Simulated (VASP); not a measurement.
# Cr (Im-3m) in VASP: further runs

Runs on Cr. Level: PBEsol. Tasks: single point.

Program: VASP 6.6.1. These are calculated values, not measurements. Logs are shortened: lines on timing, memory, paths and dates and some standing lists are left out, and cuts for length are marked.

## 1. The cell of the first run

It takes space group Im-3m (No. 229, cubic). Conventional cell: a = 2.817 Å, b = 2.817 Å, c = 2.817 Å, α = 90.00°, β = 90.00°, γ = 90.00°. Cr (site symmetry m-3m) has 14 Cr at 2.44 to 2.82 Å within 3.2 Å.

## 2. Single point, PBEsol, collinear spin, antiferromagnetic start

Contents of INCAR:

```
PREC = Accurate
ENCUT = 520
EDIFF = 1E-6
ISMEAR = -1
SIGMA = 0.05
LREAL = False
LASPH = True
NELM = 150
ALGO = Normal
ISIF = 2
LWAVE = False
LCHARG = False
ISPIN = 2
MAGMOM = 0.367 -0.367
LORBIT = 11
LMAXMIX = 4
GGA = PS
NBANDS = 23
```

Contents of KPOINTS:

```
regular mesh
0
Gamma
  18 18 18
```

Contents of POSCAR:

```
Cr
1.0
    2.8165118265      0.0000000000      0.0000000000
    0.0000000000      2.8165118265      0.0000000000
    0.0000000000      0.0000000000      2.8165118265
Cr
2
Direct
    0.0000000000      0.0000000000      0.0000000000
    0.5000000000      0.5000000000      0.5000000000
```

Potentials or basis: VASP PAW PBE potentials, release 64 (Cr_pv).

Command:

```console
cat potpaw_PBE.64/Cr_pv/POTCAR > POTCAR
mpirun -np 1 vasp_std > vasp.out
```

OUTCAR:

```text
PREC = Accurate
   ENCUT = 520
   EDIFF = 1E-6
   ISMEAR = -1
   LREAL = False
   LASPH = True
   NELM = 150
   ISIF = 2
   ISPIN = 2
   LORBIT = 11
   GGA = PS

 ion  position               nearest neighbor table
   1  0.000  0.000  0.000-   2 2.44   2 2.44   2 2.44   2 2.44   2 2.44   2 2.44   2 2.44   2 2.44

   2  0.500  0.500  0.500-   1 2.44   1 2.44   1 2.44   1 2.44   1 2.44   1 2.44   1 2.44   1 2.44

  LATTYP: Found a simple cubic cell.
 ALAT       =     2.8165118265

  Lattice vectors:

 A1 = (   2.8165118265,   0.0000000000,   0.0000000000)
 A2 = (   0.0000000000,   2.8165118265,   0.0000000000)
 A3 = (   0.0000000000,   0.0000000000,   2.8165118265)

Analysis of symmetry for initial positions (statically):
=====================================================================
 Subroutine PRICEL returns following result:

  LATTYP: Found a body centered cubic cell.
 ALAT       =     2.8165118265

  Lattice vectors:

 A1 = (   1.4082559133,   1.4082559133,  -1.4082559132)
 A2 = (  -1.4082559133,   1.4082559132,   1.4082559132)
 A3 = (   1.4082559133,  -1.4082559132,   1.4082559133)

   2 primitive cells build up your supercell.

 Routine SETGRP: Setting up the symmetry group for a
 simple cubic supercell.

 Subroutine GETGRP returns: Found 48 space group operations
 (whereof 48 operations were pure point group operations)
 out of a pool of 48 trial point group operations.

The static configuration has the point symmetry O_h .

Analysis of symmetry for dynamics (positions and initial velocities):
=====================================================================
 Subroutine PRICEL returns following result:

  LATTYP: Found a body centered cubic cell.
 ALAT       =     2.8165118265

  Lattice vectors:

 A1 = (   1.4082559133,   1.4082559133,  -1.4082559132)
 A2 = (  -1.4082559133,   1.4082559132,   1.4082559132)
 A3 = (   1.4082559133,  -1.4082559132,   1.4082559133)

   2 primitive cells build up your supercell.

 Routine SETGRP: Setting up the symmetry group for a
 simple cubic supercell.

 Subroutine GETGRP returns: Found 48 space group operations
 (whereof 48 operations were pure point group operations)
 out of a pool of 48 trial point group operations.

The dynamic configuration has the point symmetry O_h .

Analysis of structural, dynamic, and magnetic symmetry:
=====================================================================
 Subroutine PRICEL returns following result:

  LATTYP: Found a body centered cubic cell.
 ALAT       =     2.8165118265

  Lattice vectors:

 A1 = (   1.4082559133,   1.4082559133,  -1.4082559132)
 A2 = (  -1.4082559133,   1.4082559132,   1.4082559132)
 A3 = (   1.4082559133,  -1.4082559132,   1.4082559133)

   2 primitive cells build up your supercell.

 Routine SETGRP: Setting up the symmetry group for a
 simple cubic supercell.

 Subroutine GETGRP returns: Found 48 space group operations
 (whereof 48 operations were pure point group operations)
 out of a pool of 48 trial point group operations.

The overall configuration has the point symmetry O_h .

 Subroutine INISYM returns: Found 48 space group operations
 (whereof 48 operations are pure point group operations),
 and found     2 'primitive' translations

----------------------------------------------------------------------------------------

                                     Primitive cell

  volume of cell :      11.1713

  direct lattice vectors                    reciprocal lattice vectors
     1.408255913  1.408255913 -1.408255913     0.355049104  0.355049104  0.000000000
    -1.408255913  1.408255913  1.408255913    -0.000000000  0.355049104  0.355049104
     1.408255913 -1.408255913  1.408255913     0.355049104  0.000000000  0.355049104

  length of vectors
     2.439170792  2.439170792  2.439170792     0.502115258  0.502115258  0.502115258

  position of ions in fractional coordinates (direct lattice)
     0.000000000  0.000000000  0.000000000

  ion indices of the primitive-cell ions
   primitive index   ion index
                 1           1

----------------------------------------------------------------------------------------

 KPOINTS: regular mesh

Automatic generation of k-mesh.
 Grid dimensions read from file:
 generate k-points for:   18   18   18

 Generating k-lattice:

  Cartesian coordinates                     Fractional coordinates (reciprocal lattice)
     0.019724950  0.000000000  0.000000000     0.055555556  0.000000000  0.000000000
     0.000000000  0.019724950  0.000000000     0.000000000  0.055555556  0.000000000
     0.000000000  0.000000000  0.019724950     0.000000000  0.000000000  0.055555556

  Length of vectors
     0.019724950  0.019724950  0.019724950

  Shift w.r.t. Gamma in fractional coordinates (k-lattice)
     0.000000000  0.000000000  0.000000000

 Subroutine IBZKPT returns following result:
 ===========================================

 Found    220 irreducible k-points:

 Following reciprocal coordinates:
            Coordinates               Weight
  0.000000  0.000000  0.000000      1.000000
  0.055556  0.000000  0.000000      6.000000
  0.111111  0.000000  0.000000      6.000000
  0.166667  0.000000  0.000000      6.000000
  0.222222  0.000000  0.000000      6.000000
  0.277778  0.000000  0.000000      6.000000
[... 16 lines left out ...]
  0.277778  0.111111  0.000000     24.000000
  0.333333  0.111111  0.000000     24.000000
 [... further k-points ...]
   k-points           NKPTS =    220   k-points in BZ     NKDIM =    220   number of bands    NBANDS=     23
   number of dos      NEDOS =    301   number of ions     NIONS =      2
   total plane-waves  NPLWV =  13824
   dimension x,y,z NGX =    24 NGY =   24 NGZ =   24
   dimension x,y,z NGXF=    48 NGYF=   48 NGZF=   48
   ions per type =               2
   NGX,Y,Z   is equivalent  to a cutoff of  14.17, 14.17, 14.17 a.u.
   NGXF,Y,Z  is equivalent  to a cutoff of  28.33, 28.33, 28.33 a.u.
 SYSTEM =  unknown system
   PREC   = accura    normal or accurate (medium, high low for compatibility)
   ISTART =      0    job   : 0-new  1-cont  2-samecut
   ICHARG =      2    charge: 1-file 2-atom 10-const
   ISPIN  =      2    spin polarized calculation?
   LNONCOLLINEAR =      F non collinear calculations
   LSORBIT =      F    spin-orbit coupling
   LASPH  =      T    aspherical Exc in radial PAW
   ENCUT  =  520.0 eV  38.22 Ry    6.18 a.u.   5.24  5.24  5.24*2*pi/ulx,y,z
   NELM   =    150;   NELMIN=  2; NELMDL= -5     # of ELM steps
   EDIFF  = 0.1E-05   stopping-criterion for ELM
   LREAL  =      F    real-space projection
   EDIFFG = 0.1E-04   stopping-criterion for IOM
   NSW    =      0    number of steps for IOM
   IBRION =     -1    ionic relax: 0-MD 1-quasi-New 2-CG
   NFREE  =      0    steps in history (QN), initial steepest desc. (CG)
   ISIF   =      2    stress and relaxation
   ISYM   =      2    0-nonsym 1-usesym 2-fastsym
   POTIM  = 0.5000    time-step for ionic-motion
   TEBEG  =    0.0;   TEEND  =   0.0 temperature during run
   PSTRESS=    0.0 pullay stress
   NELECT =      24.0000    total number of electrons
   NUPDOWN=      -1.0000    fix difference up-down
   EMIN   =  10.00;   EMAX   =-10.00  energy-range for DOS
   EFERMI =   0.00;   METHOD = LEGACY
   ISMEAR =    -1;   SIGMA  =   0.05  broadening in eV -4-tet -1-fermi 0-gaus
   EFERMI_NEDOS =   21; number of points for ismear=-14 and -15
   IALGO  =     38    algorithm
   IMIX   =      4    mixing-type and parameters
     AMIX     =   0.40;   BMIX     =  1.00
     AMIX_MAG =   1.60;   BMIX_MAG =  1.00
  volume/ion in A,a.u.               =      11.17        75.39
  Fermi-wavevector in a.u.,A,eV,Ry     =   1.676616  3.168345 38.246548  2.811042
  Thomas-Fermi vector in A             =   2.761027
   LORBIT       =     11    0 simple, 1 ext, 2 COOP (PROOUT), +10 PAW based schemes
   GGA     = PS    functional components
   LHFCALC =     F    Hartree Fock is set to
   AEXX    =    0.0000 exact exchange contribution
   IVDW    =     0    specifies the selected vdW correction
   LEPSILON=     F    determine dielectric tensor
   LRPA    =     F    only Hartree local field effects (RPA)
 spin polarized calculation
  energy-cutoff  :      520.00
  volume of cell :       22.34
 maximum number of plane-waves:       624
 NGX is ok and might be reduce to    24

 number of electron      24.0000015 magnetization      -0.0000000

 number of electron      24.0000015 magnetization       0.0000000

 Free energy of the ion-electron system (eV)
  ---------------------------------------------------
  ext. energy  EPLUGINS =         0.00000000
  ---------------------------------------------------
  free energy    TOTEN  =       -20.48999837 eV

  energy without entropy =      -20.47844447  energy(sigma->0) =      -20.48422142

 E-fermi :  11.3181     XC(G=0): -14.0305

 val. band max:       11.3030713760   @ k =   0.2778   0.0000   0.0000
 cond. band min:      11.3209073004   @ k =   0.1667   0.1667   0.1111
 fundamental gap:      0.0178359244
 Fermi energy:        11.3181152599

 spin component 1

 k-point     1 :       0.0000    0.0000    0.0000
  band No.  band energies     occupation
      1     -31.9368      1.00000
      2     -31.9368      1.00000
      3     -31.9368      1.00000
      4     -31.2106      1.00000
      5     -31.2106      1.00000
      6     -31.2106      1.00000
[... 613 lines left out ...]
     22      26.9092      0.00000
     23      29.7240      0.00000

 [... further k-points ...]

 spin component 2

 k-point     1 :       0.0000    0.0000    0.0000
  band No.  band energies     occupation
      1     -31.9368      1.00000
      2     -31.9368      1.00000
      3     -31.9368      1.00000
      4     -31.2106      1.00000
      5     -31.2106      1.00000
      6     -31.2106      1.00000
[... 613 lines left out ...]
     22      26.9092      0.00000
     23      29.7149      0.00000

 [... further k-points ...]

------------------------ aborting loop because EDIFF is reached ----------------------------------------

  FORCE on cell =-STRESS in cart. coord.  units (eV):
  Direction    XX          YY          ZZ          XY          YZ          ZX
  --------------------------------------------------------------------------------------
  -------------------------------------------------------------------------------------
  Total       -0.1424030     -0.1424030     -0.1424030      0.0000000      0.0000000      0.0000000
  in kB      -10.2116279    -10.2116279    -10.2116279      0.0000000      0.0000000      0.0000000
  external PRESSURE =     -10.2116279 kB  Pullay stress =       0.0000000 kB

 VOLUME and BASIS-vectors are now :
 -----------------------------------------------------------------------------
  energy-cutoff  :      520.00
  volume of cell :       22.34
      direct lattice vectors                 reciprocal lattice vectors
     2.816511827  0.000000000  0.000000000     0.355049104  0.000000000  0.000000000
     0.000000000  2.816511827  0.000000000     0.000000000  0.355049104  0.000000000
     0.000000000  0.000000000  2.816511827     0.000000000  0.000000000  0.355049104

 POSITION                                       TOTAL-FORCE (eV/Angst)
 -----------------------------------------------------------------------------------
      0.00000      0.00000      0.00000         0.000000      0.000000      0.000000
      1.40826      1.40826      1.40826        -0.000000     -0.000000     -0.000000
 -----------------------------------------------------------------------------------
    total drift:                                0.000000      0.000000     -0.000000

  FREE ENERGIE OF THE ION-ELECTRON SYSTEM (eV)
  ---------------------------------------------------
  free  energy   TOTEN  =       -20.4899983695 eV

  energy  without entropy=      -20.4784444661  energy(sigma->0) =      -20.48422142

 total charge

# of ion       s       p       d       tot
------------------------------------------
    1        0.443   6.430   4.257  11.130
    2        0.443   6.430   4.257  11.130
--------------------------------------------------
tot          0.885  12.861   8.513  22.259

 magnetization (x)

# of ion       s       p       d       tot
------------------------------------------
    1        0.002   0.001   0.180   0.183
    2       -0.002  -0.001  -0.180  -0.183
--------------------------------------------------
tot          0.000   0.000   0.000   0.000
```

Run time: 69 s. Hardware: 1 thread of Intel Xeon 6975P-C (Granite Rapids), shared host; peak memory 0.26 GiB.

Results:

* Free energy: -20.4900 eV
* Pressure: -1.0 GPa
* Band gap on the k mesh: zero (filled and empty bands overlap)
* Net moment: 0.00 μB per cell
* Site moments: Cr +0.18, -0.18 μB
* Valence electrons inside the program's atomic spheres: Cr 11.13

Caveat: the PAW data sets were made with another functional, which shifts forces and pressure a little.

## 3. Single point, PBEsol

This run uses another cell than the first one: it holds 1 atom, not 2.

Contents of INCAR:

```
SYSTEM = Cr
PREC     = Accurate       ! precision mode
ENCUT    = 520            ! plane-wave cutoff, eV
EDIFF    = 1E-6           ! SCF threshold, eV
ISMEAR   = -1             ! smearing method
SIGMA    = 0.1            ! smearing width, eV
LREAL    = .FALSE.        ! projectors in reciprocal space
LASPH    = .TRUE.         ! aspherical terms in the spheres
NELM     = 100            ! most SCF steps
ALGO     = Normal         ! electronic algorithm
ISIF     = 2              ! what is computed and relaxed
LWAVE    = .FALSE.        ! write WAVECAR
LCHARG   = .FALSE.        ! write CHGCAR
GGA      = PS             ! functional
NBANDS   = 12             ! bands
```

Contents of KPOINTS:

```
regular mesh
0
G
  15 15 15
  0 0 0
```

Contents of POSCAR:

```
Cr
1.0
   -1.4074230060      1.4074230060      1.4074230060
    1.4074230060     -1.4074230060      1.4074230060
    1.4074230060      1.4074230060     -1.4074230060
Cr
1
Direct
    0.0000000000      0.0000000000      0.0000000000
```

Potentials or basis: VASP PAW PBE potentials, release 64 (Cr_pv).

Command:

```console
cat potpaw_PBE.64/Cr_pv/POTCAR > POTCAR
mpirun -np 1 vasp_std > vasp.out
```

Wall time 6.4 s (1 thread of Intel Xeon 6975P-C (Granite Rapids), shared host); peak memory 0.12 GiB.

Results (log left out):

| Quantity | Value |
| --- | --- |
| Free energy | -10.2511 eV |
| Pressure | -0.6 GPa |
| Band gap on the k mesh | zero (band 6 reaches 13.80 eV, above the bottom of band 7 at 10.39 eV) |

Levels at points of the mesh, in eV from the Fermi level:
```csv
k point,band 4,band 5,band 6,band 7,band 8,band 9
"(0.00, 0.00, 0.00)",-8.01,-0.95,-0.95,-0.95,1.17,1.17
```

Caveat: the PAW data sets were made with another functional, which shifts forces and pressure a little; the run has no spin polarisation, though such a crystal can be magnetic. Spin polarisation is off, so any magnetic state and its effect on volume and gap are missing.

## 4. Single point, PBEsol

This run uses another cell than the first one: it holds 1 atom, not 2.

INCAR, as its differences from that of step 3:

```diff
@@ -12,4 +12,6 @@
 LWAVE    = .FALSE.        ! write WAVECAR
-LCHARG   = .FALSE.        ! write CHGCAR
+LCHARG   = .TRUE.         ! write CHGCAR
 GGA      = PS             ! functional
+LELF     = .TRUE.         ! ELF
+LVHAR    = .TRUE.       
 NBANDS   = 12             ! bands
```

Contents of KPOINTS:

```
Automatic mesh
0
G
  26 26 26
  0 0 0
```

POSCAR is that of step 3.

Command:

```console
cat potpaw_PBE.64/Cr_pv/POTCAR > POTCAR
mpirun -np 1 vasp_std > vasp.out
```

Run time: 24 s. Hardware: 1 thread of Intel Xeon 6975P-C (Granite Rapids), shared host; peak memory 0.17 GiB.

Results (log left out):

```
Free energy            : -10.2537 eV
Pressure               : -0.6 GPa
Band gap on the k mesh : zero (band 6 reaches 13.93 eV, above the bottom of band 7 at 10.38 eV)
```

Levels at points of the mesh, in eV from the Fermi level:
| k point | band 2 | band 3 | band 4 | band 5 | band 6 | band 7 | band 8 | band 9 | band 10 | band 11 |
| --- | --- | --- | --- | --- | --- | --- | --- | --- | --- | --- |
| (0.00, 0.00, 0.00) | -42.52 | -42.52 | -8.01 | -0.95 | -0.95 | -0.95 | 1.17 | 1.17 | 7.12 | 22.56 |
| (0.50, 0.00, 0.00) | -42.85 | -42.53 | -4.63 | -2.58 | 1.19 | 1.20 | 1.54 | 3.02 | 7.11 | 10.35 |
| (0.50, 0.50, 0.50) | -43.23 | -43.23 | -4.56 | -4.56 | 2.60 | 2.60 | 2.60 | 7.11 | 10.90 | 10.90 |

Caveat: the PAW data sets were made with another functional, which shifts forces and pressure a little; the run has no spin polarisation, though such a crystal can be magnetic. Spin polarisation is off, so any magnetic state and its effect on volume and gap are missing.

## 5. Overview

```csv
spin,cell,k mesh,smearing,gap on the mesh (eV),pressure (GPa)
"collinear, antiferromagnetic start","a = 2.817 Å, 2 atoms",18 × 18 × 18,fermi-dirac 0.05 eV,none,-1.0
off,"a = 2.438 Å, angles 109.5°, 1 atom",15 × 15 × 15,fermi-dirac 0.1 eV,none,-0.6
off,"a = 2.438 Å, angles 109.5°, 1 atom",26 × 26 × 26,fermi-dirac 0.1 eV,none,-0.6
```

Alike in all rows: task single point; level PBEsol; potentials or basis VASP PAW PBE potentials, release 64 (Cr_pv); cutoff (eV) 520.

Caveats: the PAW data sets were made with another functional, which shifts forces and pressure a little.

Absolute energies hang on the potentials; compare differences alone.
